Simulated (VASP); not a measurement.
# Ni (Im-3m) in VASP: single point with LDA

Aim: the single point of Ni with LDA.

Everything below comes from runs of VASP 6.6.1. Logs are shortened: lines on timing, memory, paths and dates and some standing lists are left out, and cuts for length are marked.

### Step 1. The cell of the first run

It takes space group Im-3m (No. 229, cubic). Conventional cell: a = 2.723 Å, b = 2.723 Å, c = 2.723 Å, α = 90.00°, β = 90.00°, γ = 90.00°. Ni (site symmetry m-3m) has 14 Ni at 2.36 to 2.72 Å within 3.1 Å.

This isn't the form of Ni at room conditions, which is fcc.

### Step 2. Single point, LDA, collinear spin, ferromagnetic start

INCAR reads:

```
PREC = Accurate ; ENCUT = 690
EDIFF = 1E-6 ; ISMEAR = -1
SIGMA = 0.05 ; LREAL = F
LASPH = T ; NELM = 200
ALGO = Normal ; ISIF = 2
LWAVE = F ; LCHARG = F
ISPIN = 2 ; MAGMOM = 0.8
LORBIT = 11 ; LMAXMIX = 4
NBANDS = 19 ; GGA_COMPAT = F
```

KPOINTS reads:

```
Automatic mesh
0
Gamma
  16 16 16
```

POSCAR reads:

```
Ni
1.0
   -1.3613578883      1.3613578883      1.3613578883
    1.3613578883     -1.3613578883      1.3613578883
    1.3613578883      1.3613578883     -1.3613578883
Ni
1
Direct
    0.0000000000      0.0000000000      0.0000000000
```

Potentials or basis: VASP PAW LDA potentials, release 64 (Ni_sv_GW).

Launch:

```console
cat potpaw_LDA.64/Ni_sv_GW/POTCAR > POTCAR
mpirun -np 1 vasp_std > vasp.out
```

OUTCAR:

```text
PREC = Accurate
   ENCUT = 690
   EDIFF = 1E-6
   ISMEAR = -1
   LREAL = F
   LASPH = T
   NELM = 200
   ISIF = 2
   ISPIN = 2
   LORBIT = 11

 ion  position               nearest neighbor table
   1  0.000  0.000  0.000-

  LATTYP: Found a body centered cubic cell.
 ALAT       =     2.7227157766

  Lattice vectors:

 A1 = (  -1.3613578883,   1.3613578883,   1.3613578883)
 A2 = (   1.3613578883,  -1.3613578883,   1.3613578883)
 A3 = (   1.3613578883,   1.3613578883,  -1.3613578883)

Analysis of symmetry for initial positions (statically):
=====================================================================
 Subroutine PRICEL returns:
 Original cell was already a primitive cell.

 Routine SETGRP: Setting up the symmetry group for a
 body centered cubic supercell.

 Subroutine GETGRP returns: Found 48 space group operations
 (whereof 48 operations were pure point group operations)
 out of a pool of 48 trial point group operations.

The static configuration has the point symmetry O_h .

Analysis of symmetry for dynamics (positions and initial velocities):
=====================================================================
 Subroutine PRICEL returns:
 Original cell was already a primitive cell.

 Routine SETGRP: Setting up the symmetry group for a
 body centered cubic supercell.

 Subroutine GETGRP returns: Found 48 space group operations
 (whereof 48 operations were pure point group operations)
 out of a pool of 48 trial point group operations.

The dynamic configuration has the point symmetry O_h .

Analysis of structural, dynamic, and magnetic symmetry:
=====================================================================
 Subroutine PRICEL returns:
 Original cell was already a primitive cell.

 Routine SETGRP: Setting up the symmetry group for a
 body centered cubic supercell.

 Subroutine GETGRP returns: Found 48 space group operations
 (whereof 48 operations were pure point group operations)
 out of a pool of 48 trial point group operations.

The overall configuration has the point symmetry O_h .

 Subroutine INISYM returns: Found 48 space group operations
 (whereof 48 operations are pure point group operations),
 and found     1 'primitive' translations

----------------------------------------------------------------------------------------

                                     Primitive cell

  volume of cell :      10.0920

  direct lattice vectors                    reciprocal lattice vectors
    -1.361357888  1.361357888  1.361357888     0.000000000  0.367280349  0.367280349
     1.361357888 -1.361357888  1.361357888     0.367280349  0.000000000  0.367280349
     1.361357888  1.361357888 -1.361357888     0.367280349  0.367280349  0.000000000

  length of vectors
     2.357941030  2.357941030  2.357941030     0.519412850  0.519412850  0.519412850

  position of ions in fractional coordinates (direct lattice)
     0.000000000  0.000000000  0.000000000

  ion indices of the primitive-cell ions
   primitive index   ion index
                 1           1

----------------------------------------------------------------------------------------

 KPOINTS: Automatic mesh

Automatic generation of k-mesh.
 Grid dimensions read from file:
 generate k-points for:   16   16   16

 Generating k-lattice:

  Cartesian coordinates                     Fractional coordinates (reciprocal lattice)
     0.000000000  0.022955022  0.022955022     0.062500000  0.000000000  0.000000000
     0.022955022  0.000000000  0.022955022     0.000000000  0.062500000  0.000000000
     0.022955022  0.022955022  0.000000000     0.000000000  0.000000000  0.062500000

  Length of vectors
     0.032463303  0.032463303  0.032463303

  Shift w.r.t. Gamma in fractional coordinates (k-lattice)
     0.000000000  0.000000000  0.000000000

 Subroutine IBZKPT returns following result:
 ===========================================

 Found    145 irreducible k-points:

 Following reciprocal coordinates:
            Coordinates               Weight
  0.000000  0.000000  0.000000      1.000000
  0.062500  0.000000  0.000000     12.000000
  0.125000  0.000000  0.000000     12.000000
  0.187500  0.000000  0.000000     12.000000
  0.250000  0.000000  0.000000     12.000000
  0.312500  0.000000  0.000000     12.000000
[... 16 lines left out ...]
  0.187500  0.187500  0.000000     24.000000
  0.250000  0.187500 -0.000000     48.000000
 [... further k-points ...]
   k-points           NKPTS =    145   k-points in BZ     NKDIM =    145   number of bands    NBANDS=     19
   number of dos      NEDOS =    301   number of ions     NIONS =      1
   total plane-waves  NPLWV =   8000
   dimension x,y,z NGX =    20 NGY =   20 NGZ =   20
   dimension x,y,z NGXF=    40 NGYF=   40 NGZF=   40
   ions per type =               1
   NGX,Y,Z   is equivalent  to a cutoff of  14.10, 14.10, 14.10 a.u.
   NGXF,Y,Z  is equivalent  to a cutoff of  28.20, 28.20, 28.20 a.u.
 SYSTEM =  unknown system
   PREC   = accura    normal or accurate (medium, high low for compatibility)
   ISTART =      0    job   : 0-new  1-cont  2-samecut
   ICHARG =      2    charge: 1-file 2-atom 10-const
   ISPIN  =      2    spin polarized calculation?
   LNONCOLLINEAR =      F non collinear calculations
   LSORBIT =      F    spin-orbit coupling
   LASPH  =      T    aspherical Exc in radial PAW
   ENCUT  =  690.0 eV  50.71 Ry    7.12 a.u.   5.05  5.05  5.05*2*pi/ulx,y,z
   NELM   =    200;   NELMIN=  2; NELMDL= -5     # of ELM steps
   EDIFF  = 0.1E-05   stopping-criterion for ELM
   LREAL  =      F    real-space projection
   EDIFFG = 0.1E-04   stopping-criterion for IOM
   NSW    =      0    number of steps for IOM
   IBRION =     -1    ionic relax: 0-MD 1-quasi-New 2-CG
   NFREE  =      0    steps in history (QN), initial steepest desc. (CG)
   ISIF   =      2    stress and relaxation
   ISYM   =      2    0-nonsym 1-usesym 2-fastsym
   POTIM  = 0.5000    time-step for ionic-motion
   TEBEG  =    0.0;   TEEND  =   0.0 temperature during run
   PSTRESS=    0.0 pullay stress
   NELECT =      18.0000    total number of electrons
   NUPDOWN=      -1.0000    fix difference up-down
   EMIN   =  10.00;   EMAX   =-10.00  energy-range for DOS
   EFERMI =   0.00;   METHOD = LEGACY
   ISMEAR =    -1;   SIGMA  =   0.05  broadening in eV -4-tet -1-fermi 0-gaus
   EFERMI_NEDOS =   21; number of points for ismear=-14 and -15
   IALGO  =     38    algorithm
   IMIX   =      4    mixing-type and parameters
     AMIX     =   0.40;   BMIX     =  1.00
     AMIX_MAG =   1.60;   BMIX_MAG =  1.00
  volume/ion in A,a.u.               =      10.09        68.10
  Fermi-wavevector in a.u.,A,eV,Ry     =   1.985363  3.751793 53.629650  3.941668
  Thomas-Fermi vector in A             =   3.004512
   LORBIT       =     11    0 simple, 1 ext, 2 COOP (PROOUT), +10 PAW based schemes
   GGA     = CA    functional components
   LHFCALC =     F    Hartree Fock is set to
   AEXX    =    0.0000 exact exchange contribution
   IVDW    =     0    specifies the selected vdW correction
   LEPSILON=     F    determine dielectric tensor
   LRPA    =     F    only Hartree local field effects (RPA)
 spin polarized calculation
  energy-cutoff  :      690.00
  volume of cell :       10.09
 maximum number of plane-waves:       429
   NGX = 11   NGY = 11   NGZ = 11

 number of electron      17.9999988 magnetization       0.3637058

 Free energy of the ion-electron system (eV)
  ---------------------------------------------------
  ext. energy  EPLUGINS =         0.00000000
  ---------------------------------------------------
  free energy    TOTEN  =        -7.36109849 eV

  energy without entropy =       -7.34687363  energy(sigma->0) =       -7.35398606

 E-fermi :   8.2389     XC(G=0): -14.8174

 val. band max:        8.2381422314   @ k =  -0.3750   0.3750   0.3125
 cond. band min:       8.2403355368   @ k =  -0.1875   0.1875   0.1875
 fundamental gap:      0.0021933054
 Fermi energy:         8.2388799548

 spin component 1

 k-point     1 :       0.0000    0.0000    0.0000
  band No.  band energies     occupation
      1     -93.9930      1.00000
      2     -54.8110      1.00000
      3     -54.8110      1.00000
      4     -54.8110      1.00000
      5      -1.2057      1.00000
      6       5.8969      1.00000
[... 11 lines left out ...]
     18      42.3578      0.00000
     19      42.5418      0.00000

 k-point     2 :       0.0625    0.0000    0.0000
  band No.  band energies     occupation
      1     -93.9900      1.00000
      2     -54.8224      1.00000
      3     -54.8145      1.00000
      4     -54.8104      1.00000
      5      -1.0342      1.00000
      6       5.8543      1.00000
[... 476 lines left out ...]
 k-point    24 :       0.2500    0.1875   -0.0000
  band No.  band energies     occupation
      1     -93.9434      1.00000
      2     -55.0505      1.00000
      3     -54.9107      1.00000
      4     -54.8356      1.00000
      5       3.4499      1.00000
      6       5.0660      1.00000
[... 11 lines left out ...]
     18      51.0503      0.00000
     19      52.6775      0.00000

 [... further k-points ...]

 spin component 2

 k-point     1 :       0.0000    0.0000    0.0000
  band No.  band energies     occupation
      1     -93.5598      1.00000
      2     -54.3897      1.00000
      3     -54.3897      1.00000
      4     -54.3897      1.00000
      5      -1.1692      1.00000
      6       6.2777      1.00000
[... 11 lines left out ...]
     18      42.4406      0.00000
     19      42.6572      0.00000

 k-point     2 :       0.0625    0.0000    0.0000
  band No.  band energies     occupation
      1     -93.5568      1.00000
      2     -54.4014      1.00000
      3     -54.3934      1.00000
      4     -54.3892      1.00000
      5      -0.9975      1.00000
      6       6.2336      1.00000
[... 476 lines left out ...]
 k-point    24 :       0.2500    0.1875   -0.0000
  band No.  band energies     occupation
      1     -93.5096      1.00000
      2     -54.6331      1.00000
      3     -54.4910      1.00000
      4     -54.4148      1.00000
      5       3.5878      1.00000
      6       5.3791      1.00000
[... 11 lines left out ...]
     18      51.1268      0.00000
     19      52.7445      0.00000

 [... further k-points ...]
[... 5 lines left out ...]
  --------------------------------------------------------------------------------------
  -------------------------------------------------------------------------------------
  Total       -0.0783027     -0.0783027     -0.0783027      0.0000000      0.0000000      0.0000000
  in kB      -12.4311313    -12.4311313    -12.4311313      0.0000000      0.0000000      0.0000000
  external PRESSURE =     -12.4311313 kB  Pullay stress =       0.0000000 kB

 VOLUME and BASIS-vectors are now :
 -----------------------------------------------------------------------------
  energy-cutoff  :      690.00
  volume of cell :       10.09
      direct lattice vectors                 reciprocal lattice vectors
    -1.361357888  1.361357888  1.361357888     0.000000000  0.367280349  0.367280349
     1.361357888 -1.361357888  1.361357888     0.367280349  0.000000000  0.367280349
     1.361357888  1.361357888 -1.361357888     0.367280349  0.367280349  0.000000000

 POSITION                                       TOTAL-FORCE (eV/Angst)
 -----------------------------------------------------------------------------------
      0.00000      0.00000      0.00000        -0.000000      0.000000     -0.000000
 -----------------------------------------------------------------------------------
    total drift:                                0.000000      0.000000      0.000000

  FREE ENERGIE OF THE ION-ELECTRON SYSTEM (eV)
  ---------------------------------------------------
  free  energy   TOTEN  =        -7.3610984853 eV

  energy  without entropy=       -7.3468736341  energy(sigma->0) =       -7.35398606

 total charge

# of ion       s       p       d       f       tot
--------------------------------------------------
    1        2.252   6.329   7.845   0.007  16.432

 magnetization (x)

# of ion       s       p       d       f       tot
--------------------------------------------------
    1        0.000  -0.004   0.379   0.000   0.375
```

Wall time 45 s (1 thread of Intel Xeon Platinum 8488C (Sapphire Rapids), shared host); peak memory 0.19 GiB.

What came out:

```yaml
Free_energy: -7.3611 eV
Pressure: -1.2 GPa
Net_moment: 0.36 μB per cell
Site_moments: Ni +0.38 μB
Valence_electrons_inside_the_program's_atomic_spheres: Ni 16.43
```
